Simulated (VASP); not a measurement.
# HgAsCO (P4/nmm) in VASP: single point with PBE

Aim: the single point of HgAsCO with PBE.

All numbers are computed with VASP 6.6.1; they aren't measurements. Logs are shortened: lines on timing, memory, paths and dates and some standing lists are left out, and cuts for length are marked.

**1. The cell of the first run**

The structure is tetragonal, space group P4/nmm (No. 129). Conventional cell: a = 4.173 Å, b = 4.173 Å, c = 7.342 Å, α = 90.00°, β = 90.00°, γ = 90.00°. Within 2.6 Å of C (site symmetry 4mm) lie 1 As at 1.98 Å and 4 O at 2.10 Å. Within 3.7 Å of Hg (site symmetry -4m2) lie 4 As at 2.82 Å and 4 Hg at 2.95 Å and 2 O at 3.67 Å. O (site symmetry -4m2) has 4 C at 2.10 Å and 4 As at 2.74 Å within 2.8 Å. Within 2.6 Å of As (site symmetry 4mm) lie 1 C at 1.98 Å.

**2. Single point, PBE**

INCAR

```
SYSTEM = HgAsCO
PREC = Accurate
ENCUT = 520
EDIFF = 1E-7
ISMEAR = -1
SIGMA = 0.1
LREAL = .FALSE.
LASPH = .TRUE.
NELM = 100
ALGO = Normal
ISIF = 2
LWAVE = .FALSE.
LCHARG = .FALSE.
GGA = PE
NBANDS = 37
```

KPOINTS

```
Automatic mesh
0
G
  8 8 4
  0 0 0
```

POSCAR

```
HgAsCO
1.0
    4.1725143521      0.0000000000      0.0000000000
    0.0000000000      4.1725143521      0.0000000000
    0.0000000000      0.0000000000      7.3424070224
C Hg O As
2 2 2 2
Direct
    0.2500000000      0.2500000000      0.0276949764
    0.7500000000      0.7500000000      0.9723050236
    0.7500000000      0.2500000000      0.5000000000
    0.2500000000      0.7500000000      0.5000000000
    0.7500000000      0.2500000000      0.0000000000
    0.2500000000      0.7500000000      0.0000000000
    0.2500000000      0.2500000000      0.7585772545
    0.7500000000      0.7500000000      0.2414227455
```

Potentials or basis: VASP PAW PBE potentials, release 64 (C, Hg, O, As).

The run is started by

```sh
cat potpaw_PBE.64/C/POTCAR potpaw_PBE.64/Hg/POTCAR potpaw_PBE.64/O/POTCAR potpaw_PBE.64/As/POTCAR > POTCAR
mpirun -np 1 vasp_std > vasp.out
```

OUTCAR:

```text
SYSTEM = HgAsCO
   PREC = Accurate
   ENCUT = 520
   EDIFF = 1E-7
   ISMEAR = -1
   LREAL = .FALSE.
   LASPH = .TRUE.
   NELM = 100
   ISIF = 2
   GGA = PE

 ion  position               nearest neighbor table
   1  0.250  0.250  0.028-   7 1.98
   2  0.750  0.750  0.972-   8 1.98
   3  0.750  0.250  0.500-   7 2.82   8 2.82   8 2.82   7 2.82   4 2.95   4 2.95   4 2.95   4 2.95

   4  0.250  0.750  0.500-   7 2.82   8 2.82   7 2.82   8 2.82   3 2.95   3 2.95   3 2.95   3 2.95

   5  0.750  0.250  0.000-
   6  0.250  0.750  0.000-
   7  0.250  0.250  0.759-   1 1.98   3 2.82   4 2.82   4 2.82   3 2.82
   8  0.750  0.750  0.241-   2 1.98   3 2.82   4 2.82   3 2.82   4 2.82

  LATTYP: Found a simple tetragonal cell.
 ALAT       =     4.1725143521
 C/A-ratio  =     1.7597080328

  Lattice vectors:

 A1 = (   4.1725143521,   0.0000000000,   0.0000000000)
 A2 = (   0.0000000000,   4.1725143521,   0.0000000000)
 A3 = (   0.0000000000,   0.0000000000,   7.3424070224)

Analysis of symmetry for initial positions (statically):
=====================================================================
 Subroutine PRICEL returns:
 Original cell was already a primitive cell.

 Routine SETGRP: Setting up the symmetry group for a
 simple tetragonal supercell.

 Subroutine GETGRP returns: Found 16 space group operations
 (whereof  4 operations were pure point group operations)
 out of a pool of 16 trial point group operations.

The static configuration has the point symmetry C_2h.
 The point group associated with its full space group is D_4h.

Analysis of symmetry for dynamics (positions and initial velocities):
=====================================================================
 Subroutine PRICEL returns:
 Original cell was already a primitive cell.

 Routine SETGRP: Setting up the symmetry group for a
 simple tetragonal supercell.

 Subroutine GETGRP returns: Found 16 space group operations
 (whereof  4 operations were pure point group operations)
 out of a pool of 16 trial point group operations.

The dynamic configuration has the point symmetry C_2h.
 The point group associated with its full space group is D_4h.

 Subroutine INISYM returns: Found 16 space group operations
 (whereof  4 operations are pure point group operations),
 and found     1 'primitive' translations

----------------------------------------------------------------------------------------

                                     Primitive cell

  volume of cell :     127.8304

  direct lattice vectors                    reciprocal lattice vectors
     4.172514352  0.000000000  0.000000000     0.239663645  0.000000000  0.000000000
     0.000000000  4.172514352  0.000000000     0.000000000  0.239663645  0.000000000
     0.000000000  0.000000000  7.342407022     0.000000000  0.000000000  0.136195119

  length of vectors
     4.172514352  4.172514352  7.342407022     0.239663645  0.239663645  0.136195119

  position of ions in fractional coordinates (direct lattice)
     0.250000000  0.250000000  0.027694976
     0.750000000  0.750000000  0.972305024
     0.750000000  0.250000000  0.500000000
     0.250000000  0.750000000  0.500000000
     0.750000000  0.250000000  0.000000000
     0.250000000  0.750000000  0.000000000
     0.250000000  0.250000000  0.758577254
     0.750000000  0.750000000  0.241422746

  ion indices of the primitive-cell ions
   primitive index   ion index
                 1           1
                 2           2
                 3           3
                 4           4
                 5           5
                 6           6
                 7           7
                 8           8

----------------------------------------------------------------------------------------

 KPOINTS: Automatic mesh

Automatic generation of k-mesh.
 Grid dimensions read from file:
 generate k-points for:    8    8    4

 Generating k-lattice:

  Cartesian coordinates                     Fractional coordinates (reciprocal lattice)
     0.029957956  0.000000000  0.000000000     0.125000000  0.000000000  0.000000000
     0.000000000  0.029957956  0.000000000     0.000000000  0.125000000  0.000000000
     0.000000000  0.000000000  0.034048780     0.000000000  0.000000000  0.250000000

  Length of vectors
     0.029957956  0.029957956  0.034048780

  Shift w.r.t. Gamma in fractional coordinates (k-lattice)
     0.000000000  0.000000000  0.000000000

 Subroutine IBZKPT returns following result:
 ===========================================

 Found     45 irreducible k-points:

 Following reciprocal coordinates:
            Coordinates               Weight
  0.000000  0.000000  0.000000      1.000000
  0.125000  0.000000  0.000000      4.000000
  0.250000  0.000000  0.000000      4.000000
  0.375000  0.000000  0.000000      4.000000
  0.500000  0.000000  0.000000      2.000000
  0.125000  0.125000  0.000000      4.000000
[... 16 lines left out ...]
  0.375000  0.125000  0.250000     16.000000
  0.500000  0.125000  0.250000      8.000000
 [... further k-points ...]
   k-points           NKPTS =     45   k-points in BZ     NKDIM =     45   number of bands    NBANDS=     37
   number of dos      NEDOS =    301   number of ions     NIONS =      8
   total plane-waves  NPLWV =  57344
   dimension x,y,z NGX =    32 NGY =   32 NGZ =   56
   dimension x,y,z NGXF=    64 NGYF=   64 NGZF=  112
   ions per type =               2   2   2   2
   NGX,Y,Z   is equivalent  to a cutoff of  12.75, 12.75, 12.68 a.u.
   NGXF,Y,Z  is equivalent  to a cutoff of  25.50, 25.50, 25.36 a.u.
 SYSTEM =  HgAsCO
   PREC   = accura    normal or accurate (medium, high low for compatibility)
   ISTART =      0    job   : 0-new  1-cont  2-samecut
   ICHARG =      2    charge: 1-file 2-atom 10-const
   ISPIN  =      1    spin polarized calculation?
   LNONCOLLINEAR =      F non collinear calculations
   LSORBIT =      F    spin-orbit coupling
   LASPH  =      T    aspherical Exc in radial PAW
   ENCUT  =  520.0 eV  38.22 Ry    6.18 a.u.   7.76  7.76 13.65*2*pi/ulx,y,z
   NELM   =    100;   NELMIN=  2; NELMDL= -5     # of ELM steps
   EDIFF  = 0.1E-06   stopping-criterion for ELM
   LREAL  =      F    real-space projection
   EDIFFG = 0.1E-05   stopping-criterion for IOM
   NSW    =      0    number of steps for IOM
   IBRION =     -1    ionic relax: 0-MD 1-quasi-New 2-CG
   NFREE  =      0    steps in history (QN), initial steepest desc. (CG)
   ISIF   =      2    stress and relaxation
   ISYM   =      2    0-nonsym 1-usesym 2-fastsym
   POTIM  = 0.5000    time-step for ionic-motion
   TEBEG  =    0.0;   TEEND  =   0.0 temperature during run
   PSTRESS=    0.0 pullay stress
   NELECT =      54.0000    total number of electrons
   NUPDOWN=      -1.0000    fix difference up-down
   EMIN   =  10.00;   EMAX   =-10.00  energy-range for DOS
   EFERMI =   0.00;   METHOD = LEGACY
   ISMEAR =    -1;   SIGMA  =   0.10  broadening in eV -4-tet -1-fermi 0-gaus
   EFERMI_NEDOS =   21; number of points for ismear=-14 and -15
   IALGO  =     38    algorithm
   IMIX   =      4    mixing-type and parameters
     AMIX     =   0.40;   BMIX     =  1.00
     AMIX_MAG =   1.60;   BMIX_MAG =  1.00
  volume/ion in A,a.u.               =      15.98       107.83
  Fermi-wavevector in a.u.,A,eV,Ry     =   1.228367  2.321277 20.529624  1.508885
  Thomas-Fermi vector in A             =   2.363295
   LORBIT       =      0    0 simple, 1 ext, 2 COOP (PROOUT), +10 PAW based schemes
   GGA     = PE    functional components
   LHFCALC =     F    Hartree Fock is set to
   AEXX    =    0.0000 exact exchange contribution
   IVDW    =     0    specifies the selected vdW correction
   LEPSILON=     F    determine dielectric tensor
   LRPA    =     F    only Hartree local field effects (RPA)
 non-spin polarized calculation
  energy-cutoff  :      520.00
  volume of cell :      127.83
 maximum number of plane-waves:      3469
 NGX is ok and might be reduce to    32
   NGX = 15   NGY = 15   NGZ = 27

 number of electron      53.9999994 magnetization

 Free energy of the ion-electron system (eV)
  ---------------------------------------------------
  ext. energy  EPLUGINS =         0.00000000
  ---------------------------------------------------
  free energy    TOTEN  =       -27.02557298 eV

  energy without entropy =      -26.91467402  energy(sigma->0) =      -26.97012350

 E-fermi :   3.4375     XC(G=0): -10.5092

 val. band max:        3.4345430195   @ k =   0.2500   0.1250   0.5000
 cond. band min:       3.4458301947   @ k =   0.3750   0.0000   0.2500
 fundamental gap:      0.0112871752
 Fermi energy:         3.4375205417

 k-point     1 :       0.0000    0.0000    0.0000
  band No.  band energies     occupation
      1     -15.2481      2.00000
      2     -13.5790      2.00000
      3      -8.7602      2.00000
      4      -8.5404      2.00000
      5      -5.5202      2.00000
      6      -5.5161      2.00000
[... 29 lines left out ...]
     36       7.9711      0.00000
     37       9.0473      0.00000

 k-point     2 :       0.1250    0.0000    0.0000
  band No.  band energies     occupation
      1     -15.1836      2.00000
      2     -13.6306      2.00000
      3      -8.7930      2.00000
      4      -8.5313      2.00000
      5      -5.5908      2.00000
      6      -5.5370      2.00000
[... 29 lines left out ...]
     36       8.0172      0.00000
     37       8.7601      0.00000

 k-point     3 :       0.2500    0.0000    0.0000
  band No.  band energies     occupation
      1     -14.9981      2.00000
      2     -13.7891      2.00000
      3      -8.8531      2.00000
      4      -8.5428      2.00000
      5      -5.7010      2.00000
      6      -5.5743      2.00000
[... 29 lines left out ...]
     36       8.3135      0.00000
     37       8.7954      0.00000
[... 761 lines left out ...]
 k-point    23 :       0.3750    0.1250    0.2500
  band No.  band energies     occupation
      1     -14.6686      2.00000
      2     -14.0453      2.00000
      3      -8.9842      2.00000
      4      -8.6395      2.00000
      5      -5.9598      2.00000
      6      -5.6054      2.00000
[... 29 lines left out ...]
     36       8.5433      0.00000
     37       9.3853      0.00000

 k-point    24 :       0.5000    0.1250    0.2500
  band No.  band energies     occupation
      1     -14.3503      2.00000
      2     -14.3503      2.00000
      3      -8.8491      2.00000
      4      -8.8491      2.00000
      5      -5.7810      2.00000
      6      -5.7810      2.00000
[... 29 lines left out ...]
     36       8.0065      0.00000
     37       9.8978      0.00000

 [... further k-points ...]
[... 5 lines left out ...]
  --------------------------------------------------------------------------------------
  -------------------------------------------------------------------------------------
  Total        0.2072503      0.2072503      0.3621359     -0.0000000      0.0000000      0.0000000
  in kB        2.5975956      2.5975956      4.5388733     -0.0000000      0.0000000      0.0000000
  external PRESSURE =       3.2446882 kB  Pullay stress =       0.0000000 kB

 VOLUME and BASIS-vectors are now :
 -----------------------------------------------------------------------------
  energy-cutoff  :      520.00
  volume of cell :      127.83
      direct lattice vectors                 reciprocal lattice vectors
     4.172514352  0.000000000  0.000000000     0.239663645  0.000000000  0.000000000
     0.000000000  4.172514352  0.000000000     0.000000000  0.239663645  0.000000000
     0.000000000  0.000000000  7.342407022     0.000000000  0.000000000  0.136195119

 POSITION                                       TOTAL-FORCE (eV/Angst)
 -----------------------------------------------------------------------------------
      1.04313      1.04313      0.20335         0.000000     -0.000000      0.071630
      3.12939      3.12939      7.13906        -0.000000     -0.000000     -0.071630
      3.12939      1.04313      3.67120        -0.000000      0.000000     -0.000000
      1.04313      3.12939      3.67120        -0.000000     -0.000000     -0.000000
      3.12939      1.04313      0.00000        -0.000000      0.000000     -0.000000
      1.04313      3.12939      0.00000         0.000000     -0.000000     -0.000000
      1.04313      1.04313      5.56978        -0.000000     -0.000000     -0.032113
      3.12939      3.12939      1.77262         0.000000      0.000000      0.032113
 -----------------------------------------------------------------------------------
    total drift:                                0.000000     -0.000000     -0.000000

  FREE ENERGIE OF THE ION-ELECTRON SYSTEM (eV)
  ---------------------------------------------------
  free  energy   TOTEN  =       -27.0255729755 eV

  energy  without entropy=      -26.9146740234  energy(sigma->0) =      -26.97012350
```

It took 7.9 min on 1 thread of Intel Xeon 8259CL, shared host; peak memory 0.36 GiB.

What came out:

| Property | Result |
| --- | --- |
| Free energy | -27.0256 eV |
| Pressure | 0.3 GPa |
| Largest force | 0.072 eV/Å |
| Band gap on the k mesh | zero (band 27 reaches 4.08 eV, above the bottom of band 28 at 2.84 eV) |

Forces in eV/Å, atoms in the order of the input:
```
C    0.000  0.000  0.072
C    0.000  0.000 -0.072
Hg   0.000  0.000  0.000
Hg   0.000  0.000  0.000
O    0.000  0.000  0.000
O    0.000  0.000  0.000
As   0.000  0.000 -0.032
As   0.000  0.000  0.032
```

Stress tensor (GPa, compression positive):
```
0.26 0.00 0.00
0.00 0.26 0.00
0.00 0.00 0.45
```

Levels at points of the mesh, in eV from the Fermi level:
```tsv
k point	band 24	band 25	band 26	band 27	band 28	band 29	band 30	band 31
(0.00, 0.00, 0.00)	-0.83	-0.83	-0.08	0.20	0.47	0.47	1.41	3.66
(0.50, 0.00, 0.00)	-1.42	-1.00	-1.00	0.44	0.44	0.53	0.53	2.12
(0.50, 0.50, 0.00)	-1.96	-0.38	-0.38	-0.13	-0.13	-0.03	-0.03	1.51
(0.00, 0.00, 0.50)	-1.80	-1.25	-1.25	0.64	1.12	1.12	1.58	4.03
(0.50, 0.00, 0.50)	-1.60	-0.68	-0.68	0.38	0.38	0.83	0.83	2.46
(0.50, 0.50, 0.50)	-2.08	-1.96	-1.96	-0.14	-0.14	0.72	0.72	1.06
```

Caveat: spin-orbit coupling is left out, which moves the levels of the heavy elements.
